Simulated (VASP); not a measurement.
A run of VASP 6.6.1 is set up as follows.

The input INCAR:

```
ALGO = Normal ; EDIFF = 1E-6
ENCUT = 520 ; GGA = PE
ISIF = 2 ; ISMEAR = 0
LASPH = T ; LCHARG = F
LREAL = F ; LWAVE = F
NBANDS = 10 ; NELM = 60
PREC = Accurate ; SIGMA = 0.1
```

Contents of KPOINTS:

```
k-points
0
Gamma
  14 14 14
```

POSCAR

```
Na
1.0
   -2.1410000000      2.1410000000      2.1410000000
    2.1410000000     -2.1410000000      2.1410000000
    2.1410000000      2.1410000000     -2.1410000000
Na
1
Direct
    0.0000000000      0.0000000000      0.0000000000
```

Potentials or basis: VASP PAW PBE potentials, release 64 (Na_pv).

Command:

```bash
$ cat potpaw_PBE.64/Na_pv/POTCAR > POTCAR
$ mpirun -np 1 vasp_std > vasp.out
```

(1) Estimate the pressure.

Answers

(1) -0.4 GPa.
